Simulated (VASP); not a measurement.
# NaI (I4/mmm) in VASP: further runs

The runs below take NaI through single point, with r2SCAN.

Everything below comes from runs of VASP 6.6.1. Logs are shortened: lines on timing, memory, paths and dates and some standing lists are left out, and cuts for length are marked.

## Step 1: The cell of the first run

It takes space group I4/mmm (No. 139, tetragonal). The conventional cell has a = 4.664 Å, b = 4.664 Å, c = 6.403 Å, α = 90.00°, β = 90.00°, γ = 90.00°. Within 4.2 Å of Na (site symmetry 4/mmm) lie 6 I at 3.20 to 3.30 Å. Within 4.2 Å of I (site symmetry 4/mmm) lie 6 Na at 3.20 to 3.30 Å.

## Step 2: Single point, r2SCAN (in-plane strain +0.02, then relaxed in part)

The input, POSCAR:

```
NaI
1.0
    3.2980194546      3.2980194546      0.0000000000
   -3.2980194546      3.2980194546      0.0000000000
    0.0000000000      3.2980194546      3.2013254097
Na I
1 1
Direct
    0.0000000000      0.0000000000      0.0000000000
    0.5000000000      0.5000000000      0.0000000000
```

The input, INCAR.step1:

```
ALGO = Normal
EDIFF = 1E-4
ENCUT = 520
GGA = PE
ISMEAR = 0
LASPH = True
LCHARG = False
LREAL = False
LWAVE = True
NBANDS = 14
NELM = 80
PREC = Accurate
SIGMA = 0.01
```

The input, INCAR.step2:

```
ALGO = Normal
EDIFF = 1E-7
ENCUT = 520
ISIF = 2
ISMEAR = 0
ISTART = 1
LASPH = True
LCHARG = True
LELF = True
LMIXTAU = True
LREAL = False
LVHAR = True
LWAVE = False
METAGGA = R2SCAN
NBANDS = 14
NELM = 80
PREC = Accurate
SIGMA = 0.01
```

The input, KPOINTS:

```
k-points
0
Gamma
  6 6 6
```

Potentials or basis: VASP PAW PBE potentials, release 64 (Na_pv, I).

Command:

```bash
$ cat potpaw_PBE.64/Na_pv/POTCAR potpaw_PBE.64/I/POTCAR > POTCAR
$ cp INCAR.step1 INCAR
$ mpirun -np 1 vasp_std > vasp.out
$ cp INCAR.step2 INCAR
$ mpirun -np 1 vasp_std > vasp.out
```

OUTCAR:

```text
EDIFF = 1E-7
   ENCUT = 520
   ISIF = 2
   ISMEAR = 0
   ISTART = 1
   LASPH = True
   LREAL = False
   METAGGA = R2SCAN
   NELM = 80
   PREC = Accurate

 ion  position               nearest neighbor table
   1  0.000  0.000  0.000-
   2  0.500  0.500  0.000-

  LATTYP: Found a body centered tetragonal cell.
 ALAT       =     4.6641038417
 C/A-ratio  =     1.3727504869

  Lattice vectors:

 A1 = (   3.2980194546,   0.0000000000,  -3.2013254097)
 A2 = (  -3.2980194546,   0.0000000000,  -3.2013254097)
 A3 = (   0.0000000000,   3.2980194546,   3.2013254097)

Analysis of symmetry for initial positions (statically):
=====================================================================
 Subroutine PRICEL returns:
 Original cell was already a primitive cell.

 Routine SETGRP: Setting up the symmetry group for a
 body centered tetragonal supercell.

 Subroutine GETGRP returns: Found 16 space group operations
 (whereof 16 operations were pure point group operations)
 out of a pool of 16 trial point group operations.

The static configuration has the point symmetry D_4h.

Analysis of symmetry for dynamics (positions and initial velocities):
=====================================================================
 Subroutine PRICEL returns:
 Original cell was already a primitive cell.

 Routine SETGRP: Setting up the symmetry group for a
 body centered tetragonal supercell.

 Subroutine GETGRP returns: Found 16 space group operations
 (whereof 16 operations were pure point group operations)
 out of a pool of 16 trial point group operations.

The dynamic configuration has the point symmetry D_4h.

 Subroutine INISYM returns: Found 16 space group operations
 (whereof 16 operations are pure point group operations),
 and found     1 'primitive' translations

----------------------------------------------------------------------------------------

                                     Primitive cell

  volume of cell :      69.6412

  direct lattice vectors                    reciprocal lattice vectors
     3.298019455  3.298019455  0.000000000     0.151606140  0.151606140 -0.156185310
    -3.298019455  3.298019455  0.000000000    -0.151606140  0.151606140 -0.156185310
     0.000000000  3.298019455  3.201325410     0.000000000  0.000000000  0.312370619

  length of vectors
     4.664103842  4.664103842  4.596239409     0.265259674  0.265259674  0.312370619

  position of ions in fractional coordinates (direct lattice)
     0.000000000  0.000000000  0.000000000
     0.500000000  0.500000000  0.000000000

  ion indices of the primitive-cell ions
   primitive index   ion index
                 1           1
                 2           2

----------------------------------------------------------------------------------------

 KPOINTS: k-points

Automatic generation of k-mesh.
 Grid dimensions read from file:
 generate k-points for:    6    6    6

 Generating k-lattice:

  Cartesian coordinates                     Fractional coordinates (reciprocal lattice)
     0.025267690  0.025267690 -0.026030885     0.166666667  0.000000000  0.000000000
    -0.025267690  0.025267690 -0.026030885     0.000000000  0.166666667  0.000000000
     0.000000000  0.000000000  0.052061770     0.000000000  0.000000000  0.166666667

  Length of vectors
     0.044209946  0.044209946  0.052061770

  Shift w.r.t. Gamma in fractional coordinates (k-lattice)
     0.000000000  0.000000000  0.000000000

 Subroutine IBZKPT returns following result:
 ===========================================

 Found     30 irreducible k-points:

 Following reciprocal coordinates:
            Coordinates               Weight
  0.000000  0.000000  0.000000      1.000000
  0.166667  0.000000  0.000000      8.000000
  0.333333  0.000000  0.000000      8.000000
  0.500000  0.000000  0.000000      4.000000
  0.166667  0.166667  0.000000      8.000000
  0.333333  0.166667  0.000000     16.000000
[... 16 lines left out ...]
 -0.333333 -0.333333  0.166667      4.000000
 -0.166667 -0.333333  0.166667     16.000000
 [... further k-points ...]
   k-points           NKPTS =     30   k-points in BZ     NKDIM =     30   number of bands    NBANDS=     14
   number of dos      NEDOS =    301   number of ions     NIONS =      2
   total plane-waves  NPLWV =  46656
   dimension x,y,z NGX =    36 NGY =   36 NGZ =   36
   dimension x,y,z NGXF=    72 NGYF=   72 NGZF=   72
   ions per type =               1   1
   NGX,Y,Z   is equivalent  to a cutoff of  12.83, 12.83, 13.02 a.u.
   NGXF,Y,Z  is equivalent  to a cutoff of  25.66, 25.66, 26.04 a.u.
 SYSTEM =  unknown system
   PREC   = accura    normal or accurate (medium, high low for compatibility)
   ISTART =      1    job   : 0-new  1-cont  2-samecut
   ICHARG =      0    charge: 1-file 2-atom 10-const
   ISPIN  =      1    spin polarized calculation?
   LNONCOLLINEAR =      F non collinear calculations
   LSORBIT =      F    spin-orbit coupling
   LASPH  =      T    aspherical Exc in radial PAW
   ENCUT  =  520.0 eV  38.22 Ry    6.18 a.u.   8.67  8.67  8.55*2*pi/ulx,y,z
   NELM   =     80;   NELMIN=  2; NELMDL=  0     # of ELM steps
   EDIFF  = 0.1E-06   stopping-criterion for ELM
   LREAL  =      F    real-space projection
   EDIFFG = 0.1E-05   stopping-criterion for IOM
   NSW    =      0    number of steps for IOM
   IBRION =     -1    ionic relax: 0-MD 1-quasi-New 2-CG
   NFREE  =      0    steps in history (QN), initial steepest desc. (CG)
   ISIF   =      2    stress and relaxation
   ISYM   =      2    0-nonsym 1-usesym 2-fastsym
   POTIM  = 0.5000    time-step for ionic-motion
   TEBEG  =    0.0;   TEEND  =   0.0 temperature during run
   PSTRESS=    0.0 pullay stress
   NELECT =      14.0000    total number of electrons
   NUPDOWN=      -1.0000    fix difference up-down
   EMIN   =  10.00;   EMAX   =-10.00  energy-range for DOS
   EFERMI =   0.00;   METHOD = LEGACY
   ISMEAR =     0;   SIGMA  =   0.01  broadening in eV -4-tet -1-fermi 0-gaus
   EFERMI_NEDOS =   21; number of points for ismear=-14 and -15
   IALGO  =     38    algorithm
   IMIX   =      4    mixing-type and parameters
     AMIX     =   0.40;   BMIX     =  1.00
     AMIX_MAG =   1.60;   BMIX_MAG =  1.00
  volume/ion in A,a.u.               =      34.82       234.98
  Fermi-wavevector in a.u.,A,eV,Ry     =   0.959022  1.812290 12.513605  0.919724
  Thomas-Fermi vector in A             =   2.088182
   LORBIT       =      0    0 simple, 1 ext, 2 COOP (PROOUT), +10 PAW based schemes
   METAGGA = R2SCAN    functional components
   LHFCALC =     F    Hartree Fock is set to
   AEXX    =    0.0000 exact exchange contribution
   IVDW    =     0    specifies the selected vdW correction
   LEPSILON=     F    determine dielectric tensor
   LRPA    =     F    only Hartree local field effects (RPA)
 non-spin polarized calculation
 Gauss-broadening in eV      SIGMA  =   0.01
  energy-cutoff  :      520.00
  volume of cell :       69.64
 maximum number of plane-waves:      1896
   NGX = 17   NGY = 17   NGZ = 17

 number of electron      13.9999995 magnetization

 Free energy of the ion-electron system (eV)
  ---------------------------------------------------
  ext. energy  EPLUGINS =         0.00000000
  ---------------------------------------------------
  free energy    TOTEN  =       -31.07772630 eV

  energy without entropy =      -31.07772630  energy(sigma->0) =      -31.07772630

 E-fermi :   0.3614     XC(G=0):  -7.9531

 val. band max:        0.3085265091   @ k =   0.0000   0.0000   0.0000
 cond. band min:       4.6556315926   @ k =   0.0000   0.0000   0.0000
 fundamental gap:      4.3471050835
 Fermi energy:         0.3613666032

 k-point     1 :       0.0000    0.0000    0.0000
  band No.  band energies     occupation
      1     -22.9843      2.00000
      2     -22.9842      2.00000
      3     -22.9811      2.00000
      4     -10.9813      2.00000
      5       0.2693      2.00000
      6       0.3085      2.00000
      7       0.3085      2.00000
      8       4.6556      0.00000
      9       8.7110      0.00000
     10       8.7111      0.00000
     11       8.9002      0.00000
     12      10.4206      0.00000
     13      10.7346      0.00000
     14      11.3848      0.00000

 k-point     2 :       0.1667    0.0000    0.0000
  band No.  band energies     occupation
      1     -22.9850      2.00000
      2     -22.9843      2.00000
      3     -22.9814      2.00000
      4     -10.9086      2.00000
      5      -0.3832      2.00000
      6       0.2187      2.00000
      7       0.2240      2.00000
      8       5.4229      0.00000
      9       8.2992      0.00000
     10       8.8899      0.00000
     11       9.0647      0.00000
     12      10.0420      0.00000
     13      10.2167      0.00000
     14      11.9215      0.00000

 k-point     3 :       0.3333    0.0000    0.0000
  band No.  band energies     occupation
      1     -22.9868      2.00000
      2     -22.9845      2.00000
      3     -22.9819      2.00000
      4     -10.7548      2.00000
      5      -1.3818      2.00000
      6       0.0662      2.00000
      7       0.0958      2.00000
      8       6.0114      0.00000
      9       8.4754      0.00000
     10       8.7088      0.00000
     11       8.9709      0.00000
     12      11.1301      0.00000
     13      11.1987      0.00000
     14      11.2770      0.00000

 k-point     4 :       0.5000    0.0000    0.0000
  band No.  band energies     occupation
      1     -22.9878      2.00000
      2     -22.9846      2.00000
      3     -22.9820      2.00000
      4     -10.6733      2.00000
      5      -1.7952      2.00000
      6      -0.0078      2.00000
      7       0.0377      2.00000
      8       5.9741      0.00000
      9       8.2287      0.00000
     10       8.4698      0.00000
     11       9.8667      0.00000
     12      11.2843      0.00000
     13      13.0297      0.00000
     14      13.2484      0.00000

 k-point     5 :       0.1667    0.1667    0.0000
  band No.  band energies     occupation
      1     -22.9856      2.00000
      2     -22.9849      2.00000
      3     -22.9819      2.00000
      4     -10.8076      2.00000
      5      -0.9207      2.00000
      6      -0.1456      2.00000
      7       0.1801      2.00000
      8       6.3162      0.00000
      9       7.9319      0.00000
     10       8.5457      0.00000
     11       9.2354      0.00000
[... 276 lines left out ...]
 k-point    22 :      -0.1667    0.5000    0.1667
  band No.  band energies     occupation
      1     -22.9870      2.00000
      2     -22.9850      2.00000
      3     -22.9826      2.00000
      4     -10.6654      2.00000
      5      -1.2795      2.00000
      6      -0.6087      2.00000
      7      -0.1840      2.00000
      8       6.8941      0.00000
      9       7.5913      0.00000
     10       7.8457      0.00000
     11       9.9106      0.00000
     12      11.0919      0.00000
     13      13.0118      0.00000
     14      13.7526      0.00000

 k-point    23 :      -0.3333   -0.3333    0.1667
  band No.  band energies     occupation
      1     -22.9869      2.00000
      2     -22.9856      2.00000
      3     -22.9830      2.00000
      4     -10.5931      2.00000
      5      -1.3315      2.00000
      6      -0.7929      2.00000
      7      -0.4911      2.00000
      8       6.3462      0.00000
      9       7.3377      0.00000
     10       9.3321      0.00000
     11       9.4641      0.00000
     12      12.9539      0.00000
     13      13.4349      0.00000
     14      13.6930      0.00000

 k-point    24 :      -0.1667   -0.3333    0.1667
  band No.  band energies     occupation
      1     -22.9868      2.00000
      2     -22.9854      2.00000
      3     -22.9831      2.00000
      4     -10.6072      2.00000
      5      -1.3552      2.00000
      6      -0.8450      2.00000
      7      -0.3145      2.00000
      8       6.9662      0.00000
      9       7.4802      0.00000
     10       8.6964      0.00000
     11       9.4252      0.00000
     12      11.3748      0.00000
     13      12.8738      0.00000
     14      13.9013      0.00000

 [... further k-points ...]
[... 5 lines left out ...]
  --------------------------------------------------------------------------------------
  -------------------------------------------------------------------------------------
  Total       -0.3545256     -0.3545256     -0.0263747      0.0000000     -0.0000000     -0.0000000
  in kB       -8.1562760     -8.1562760     -0.6067807      0.0000000     -0.0000000     -0.0000000
  external PRESSURE =      -5.6397776 kB  Pullay stress =       0.0000000 kB

 VOLUME and BASIS-vectors are now :
 -----------------------------------------------------------------------------
  energy-cutoff  :      520.00
  volume of cell :       69.64
      direct lattice vectors                 reciprocal lattice vectors
     3.298019455  3.298019455  0.000000000     0.151606140  0.151606140 -0.156185310
    -3.298019455  3.298019455  0.000000000    -0.151606140  0.151606140 -0.156185310
     0.000000000  3.298019455  3.201325410     0.000000000  0.000000000  0.312370619

 POSITION                                       TOTAL-FORCE (eV/Angst)
 -----------------------------------------------------------------------------------
      0.00000      0.00000      0.00000        -0.000000      0.000000      0.000000
      0.00000      3.29802      0.00000         0.000000     -0.000000      0.000000
 -----------------------------------------------------------------------------------
    total drift:                               -0.000000      0.000000     -0.000000

  FREE ENERGIE OF THE ION-ELECTRON SYSTEM (eV)
  ---------------------------------------------------
  free  energy   TOTEN  =       -31.0777262963 eV

  energy  without entropy=      -31.0777262963  energy(sigma->0) =      -31.07772630
```

Run time: 1.8 min. Hardware: 1 thread of Intel Xeon Platinum 8375C at 2.90GHz (Ice Lake), shared host; peak memory 0.22 GiB.

What came out:

| Quantity | Value |
| --- | --- |
| Free energy | -31.0777 eV |
| Pressure | -0.6 GPa |
| Band gap on the k mesh | 4.35 eV, direct |

Stress tensor (GPa, compression positive):
```
-0.82  0.00  0.00
 0.00 -0.82  0.00
 0.00  0.00 -0.06
```

Caveat: the cell differs from its parent crystal (in-plane strain +0.02, then relaxed in part); the PAW data sets were made with another functional, which shifts forces and pressure a little; spin-orbit coupling is left out, which moves the levels of the heavy elements.

(Part 1 of 2 ends here.)
